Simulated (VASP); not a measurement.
Runs of VASP 6.6.1 on Cs. The structure is that of space group Fm-3m (No. 225), or close to it. The cells are those of the table. 

| cell | gap on the mesh (eV) | pressure (GPa) |
| --- | --- | --- |
| a = 5.456 Å, angles 60.0°, 1 atom | none | (a) |
| a = 5.525 Å, angles 60.0°, 1 atom | none | -0.2 |
| a = 5.385 Å, angles 60.0°, 1 atom | none | (b) |
| a = 5.313 Å, angles 60.0°, 1 atom | none | 0.1 |
| a = 5.161 Å, angles 60.0°, 1 atom | none | 0.3 |

Alike in all rows: task single point; level PBEsol; potentials or basis VASP PAW PBE potentials, release 64 (Cs_sv); no spin polarisation; k mesh 8 × 8 × 8; cutoff (eV) 520; smearing fermi-dirac 0.1 eV.

Question: Fill in the values left out.

Answer: (a) -0.1; (b) 0.0.

Caveats: the PAW data sets were made with another functional, which shifts forces and pressure a little; spin-orbit coupling is left out, which moves the levels of the heavy elements.

A k mesh can miss the band edges, and the runs leave out spin-orbit coupling on Cs.

A gap of «none» marks levels without a gap at the run's occupations.
